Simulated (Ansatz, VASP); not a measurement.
# MnS: VASP beside Ansatz

```xyz
4
Lattice="3.9760 0.0000 0.0000 -1.9880 3.4433 0.0000 0.0000 0.0000 6.4320" Properties=species:S:1:pos:R:3 pbc="T T T"
Mn    0.0000    2.2955    0.0000
Mn    1.9880    1.1478    3.2160
S     0.0000    2.2955    2.4763
S     1.9880    1.1478    5.6923
```

Alike in both runs: task single point; functional PBE; k mesh 6 × 6 × 3; occupations gaussian, width 0.05 eV; collinear spin; Hubbard terms Mn d U = 4.0 eV, J = 0.9 eV.

|  | VASP | Ansatz |
| --- | --- | --- |
| version | VASP 6.6.1 | Ansatz 0.2.0 |
| potentials or method | VASP PAW PBE potentials, release 64 (Mn_pv, S), cutoff 520 eV | scalar-relativistic, plane waves, PAW |
| valence electrons in the cell | 38 | 42 |

Ansatz gave:

- gap on the k mesh at the Fermi level (eV): 2.13
- least direct gap on the mesh (eV): 2.21
- pressure (GPa): 2.9
- traceless stress, the component that is largest in VASP (GPa): -2.61
- rms of the force components (eV/Å): 0.223
- net moment per atom (μB): 0.00
- size of the moment on the site where the two differ most (μB): 4.26

Problem. Which values does VASP return?

Solution. gap on the k mesh at the Fermi level (eV): 2.02; least direct gap on the mesh (eV): 2.20; pressure (GPa): 3.0; traceless stress, the component that is largest in VASP (GPa): -2.68; rms of the force components (eV/Å): 0.218; net moment per atom (μB): 0.00; size of the moment on the site where the two differ most (μB): 4.47.

Site moments also hang on the region over which each program counts them. The programs project onto different local orbitals, so the same U acts differently, and such runs can settle in different states. Atom by atom the forces differ by 0.005 eV/Å (rms over components). VASP's potentials hold 38 valence electrons a cell and Ansatz's 42, so a difference there can come from the potentials and not from the codes.
